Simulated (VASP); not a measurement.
Set up this calculation in VASP 6.6.1, as the native input.

```
Task                   : single point
Functional             : PBE
Potentials or basis    : VASP PAW PBE potentials, release 64 (Pb_d)
Cutoff                 : 520 eV
k mesh                 : 11 × 11 × 11
Occupations            : fermi-dirac, width 0.1 eV
Spin                   : no spin polarisation
Dipole correction      : no
Further INCAR settings : ALGO = Normal; EDIFF = 1e-06; NBANDS = 13
```

The structure of Pb lies in POSCAR:

```
Pb
1.0
    0.0000000000      2.5175938001      2.5175938001
    2.5175938001      0.0000000000      2.5175938001
    2.5175938001      2.5175938001      0.0000000000
Pb
1
Direct
    0.0000000000      0.0000000000      0.0000000000
```

The input as run:

INCAR

```
SYSTEM = Pb
PREC = Accurate ; ENCUT = 520
EDIFF = 1E-6 ; ISMEAR = -1
SIGMA = 0.1 ; LREAL = .False.
LASPH = .True. ; NELM = 80
ALGO = Normal ; ISIF = 2
LWAVE = .False. ; LCHARG = .False.
GGA = PE ; NBANDS = 13
```

KPOINTS

```
regular mesh
0
Gamma
  11 11 11
  0 0 0
```

Potentials or basis: VASP PAW PBE potentials, release 64 (Pb_d).

Command:

```bash
$ cat potpaw_PBE.64/Pb_d/POTCAR > POTCAR
$ mpirun -np 1 vasp_std > vasp.out
```

Results of the run:

- Pressure: -0.1 GPa
- Band gap on the k mesh: zero (band 7 reaches 13.74 eV, above the bottom of band 8 at 5.37 eV)

Caveat: spin-orbit coupling is left out, which moves the levels of the heavy elements.

Wall time 14 s on 1 thread of Intel Xeon 6975P-C (shared host), peak memory 0.16 GiB.
